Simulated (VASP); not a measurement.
Ti, 1 atom in the cell. It takes space group Fm-3m (No. 225, cubic). Conventional cell: a = 4.113 Å, b = 4.113 Å, c = 4.113 Å, α = 90.00°, β = 90.00°, γ = 90.00°. Within 3.8 Å of Ti (site symmetry m-3m) lie 12 Ti at 2.91 Å. 

```yaml
Program: VASP 6.6.1
Task: single point
Functional: PBE
Potentials_or_basis: VASP PAW PBE potentials, release 64 (Ti_sv)
Cutoff: 500 eV
k_mesh: 4 × 4 × 4
Occupations: fermi-dirac, width 0.1 eV
Spin: no spin polarisation
Dipole_correction: no
Further_INCAR_settings: ALGO = Normal; EDIFF = 1e-06; NBANDS = 12
```

Potentials or basis: VASP PAW PBE potentials, release 64 (Ti_sv).

Command:

```console
$ cat potpaw_PBE.64/Ti_sv/POTCAR > POTCAR
$ mpirun -np 1 vasp_std > vasp.out
```

Hardware: 1 thread of AMD EPYC 7R13 (shared host).

How long does it take, and how much memory?

Run time: 9.9 s on 1 thread of AMD EPYC 7R13 (shared host), peak memory 0.1 GiB. Counts: scf iterations 13, k points 8.
